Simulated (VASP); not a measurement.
Here is a VASP 6.6.1 calculation.

POSCAR

```
RbMgSbO3
1.0
    3.1841993820      1.8383983704      4.0186607574
   -3.1841993820      1.8383983704      4.0186607574
    0.0000000000     -3.6767967407      4.0186607574
Rb Mg Sb O
1 1 1 3
Direct
    0.8779837598      0.8779837598      0.8779837598
    0.3319735932      0.3319735932      0.3319735932
    0.5754906610      0.5754906610      0.5754906610
    0.4945870290      0.4945870290      0.9658740480
    0.9658740480      0.4945870290      0.4945870290
    0.4945870290      0.9658740480      0.4945870290
```

Contents of INCAR.step1:

```
SYSTEM = RbMgSbO3
  PREC = Accurate
  ENCUT = 520
  ISMEAR = 0
  SIGMA = 0.05
  LREAL = .FALSE.
  LASPH = .TRUE.
  NELM = 60
  NBANDS = 26
  GGA = PE
  ALGO = Normal
  EDIFF = 1E-4
  LWAVE = .TRUE.
  LCHARG = .FALSE.
```

INCAR.step2

```
SYSTEM = RbMgSbO3
  PREC = Accurate
  ENCUT = 520
  EDIFF = 1E-7
  ISMEAR = 0
  SIGMA = 0.05
  LREAL = .FALSE.
  LASPH = .TRUE.
  NELM = 60
  ALGO = Normal
  ISIF = 2
  LWAVE = .FALSE.
  LCHARG = .FALSE.
  METAGGA = R2SCAN
  LMIXTAU = .TRUE.
  NBANDS = 26
  ISTART = 1
```

Contents of KPOINTS:

```
regular mesh
0
G
  6 6 6
  0 0 0
```

Potentials or basis: VASP PAW PBE potentials, release 64 (Rb_sv, Mg, Sb, O).

The run is started by

```bash
$ cat potpaw_PBE.64/Rb_sv/POTCAR potpaw_PBE.64/Mg/POTCAR potpaw_PBE.64/Sb/POTCAR potpaw_PBE.64/O/POTCAR > POTCAR
$ cp INCAR.step1 INCAR
$ mpirun -np 1 vasp_std > vasp.out
$ cp INCAR.step2 INCAR
$ mpirun -np 1 vasp_std > vasp.out
```

**Question.** Predict the pressure.

**Answer.** -4.2 GPa.

**Question.** What does it give for the largest force?

**Answer.** 0.988 eV/Å.

Forces on the atoms (eV/Å):
```
Rb   0.000  0.000  0.017
Mg   0.000  0.000 -0.247
Sb   0.000  0.000  0.988
O    0.000  0.230 -0.253
O   -0.199 -0.115 -0.253
O    0.199 -0.115 -0.253
```

Caveat: the cell differs from its parent crystal (strain +0.0300 x Voigt [1, 1, 0, 0, 0, 0]); the PAW data sets were made with another functional, which shifts forces and pressure a little.
